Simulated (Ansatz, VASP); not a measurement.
**Two plane-wave programs on SrO**

The input INCAR:

```
SYSTEM = SrO
PREC     = Accurate       ! precision mode
ENCUT    = 520            ! plane-wave cutoff, eV
EDIFF    = 1E-7           ! SCF threshold, eV
ISMEAR   = 0              ! smearing method
SIGMA    = 0.1            ! smearing width, eV
LREAL    = .False.        ! projectors in reciprocal space
LASPH    = .True.         ! aspherical terms in the spheres
NELM     = 60             ! most SCF steps
ALGO     = Normal         ! electronic algorithm
ISIF     = 2              ! what is computed and relaxed
LWAVE    = .False.        ! write WAVECAR
LCHARG   = .False.        ! write CHGCAR
GGA      = PE             ! functional
NBANDS   = 42             ! bands
```

The input KPOINTS:

```
regular mesh
0
Gamma
  4 2 2
  0 0 0
```

The input POSCAR:

```
SrO
1.0
   -2.8068086803      0.0000000000     -2.8068086803
   -2.8068086803     -5.6136173605      2.8068086803
   -2.8068086803      5.6136173605      2.8068086803
Sr O
4 4
Direct
    0.0000000000      0.7500000000      0.2500000000
    0.5000000000      0.2500000000      0.2500000000
    0.5000000000      0.7500000000      0.7500000000
    0.0000000000      0.2500000000      0.7500000000
    0.5000000000      0.8750000000      0.1250000000
    0.0000000000      0.3750000000      0.1250000000
    0.0000000000      0.8750000000      0.6250000000
    0.5000000000      0.3750000000      0.6250000000
```

Input for Ansatz:

```yaml
crystal:
  lattice:
    - [-2.8068086803, 0.0, -2.8068086803]
    - [-2.8068086803, -5.6136173605, 2.8068086803]
    - [-2.8068086803, 5.6136173605, 2.8068086803]
  atoms:
    - { symbol: Sr, position: [0.0, 0.75, 0.25] }
    - { symbol: Sr, position: [0.5, 0.25, 0.25] }
    - { symbol: Sr, position: [0.5, 0.75, 0.75] }
    - { symbol: Sr, position: [0.0, 0.25, 0.75] }
    - { symbol: O, position: [0.5, 0.875, 0.125] }
    - { symbol: O, position: [0.0, 0.375, 0.125] }
    - { symbol: O, position: [0.0, 0.875, 0.625] }
    - { symbol: O, position: [0.5, 0.375, 0.625] }
basis:
  ecutwfc: 420
kpoints:
  mp_grid: { grid: [4, 2, 2] }
hamiltonian:
  xc: pbe
scf:
  occupations: { method: gaussian, width: 0.1 }
  lower_state_search: "off"
output:
  forces: true
  stress: true
  eigenvalues: true
```

Alike in both runs: task single point; functional PBE; k mesh 4 × 2 × 2; occupations gaussian, width 0.1 eV; no spin polarisation.

|  | VASP | Ansatz |
| --- | --- | --- |
| version | VASP 6.6.1 | Ansatz 0.2.0 |
| potentials or method | VASP PAW PBE potentials, release 64 (Sr_sv, O), cutoff 520 eV | scalar-relativistic, plane waves, PAW |
| valence electrons in the cell | 64 | 64 |

|  | VASP | Ansatz | Ansatz less VASP |
| --- | --- | --- | --- |
| gap on the k mesh at the Fermi level (eV) | 2.48 | 2.48 | -0.005 |
| least direct gap on the mesh (eV) | 2.49 | 2.49 | -0.006 |
| pressure (GPa) | 0.4 | 0.0 | -0.44 |

The k mesh is coarse, so the values compare programs but aren't converged.
